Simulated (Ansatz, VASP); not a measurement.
# Two plane-wave programs on Y

Contents of INCAR:

```
ALGO = Normal ; EDIFF = 1E-6
ENCUT = 520 ; GGA = PS
ISIF = 2 ; ISMEAR = -1
LASPH = T ; LCHARG = F
LREAL = F ; LWAVE = F
NBANDS = 12 ; NELM = 80
PREC = Accurate ; SIGMA = 0.1
```

The input KPOINTS:

```
k-points
0
Gamma
  13 13 13
```

POSCAR

```
Y
1.0
   -2.0405923123      2.0405923123      2.0405923123
    2.0405923123     -2.0405923123      2.0405923123
    2.0405923123      2.0405923123     -2.0405923123
Y
1
Direct
    0.0000000000      0.0000000000      0.0000000000
```

Input for Ansatz:

```yaml
crystal:
  lattice:
    - [-2.0405923123, 2.0405923123, 2.0405923123]
    - [2.0405923123, -2.0405923123, 2.0405923123]
    - [2.0405923123, 2.0405923123, -2.0405923123]
  atoms:
    - { symbol: "Y", position: [0.0, 0.0, 0.0] }
hamiltonian:
  xc: pbesol
  pseudopotentials:
    kind: paw
    azcp:
      "Y": "pseudopotentials/Y.paw.azcp"
basis:
  ecutwfc: 420
  fft_grid_basis: typed
kpoints:
  mp_grid: { grid: [13, 13, 13], shift: [0, 0, 0] }
magnetization:
  spin_polarized: false
scf:
  occupations: { method: fermi_dirac, width: 0.1 }
  lower_state_search: "off"
output:
  stress: true
```

Alike in both runs: task single point; functional PBEsol; k mesh 13 × 13 × 13; occupations fermi-dirac, width 0.1 eV; no spin polarisation.

|  | VASP | Ansatz |
| --- | --- | --- |
| version | VASP 6.6.1 | Ansatz 0.2.0 |
| potentials or method | VASP PAW PBE potentials, release 64 (Y_sv), cutoff 520 eV | plane waves (420 eV) with PAW, scalar-relativistic |
| valence electrons in the cell | 11 | 11 |

Ansatz gave:

* pressure (GPa): -2.7

Estimate VASP's values.

pressure (GPa): -2.9.

VASP's potentials were made for PBE, not for PBEsol, and Ansatz warns of the same on its side.
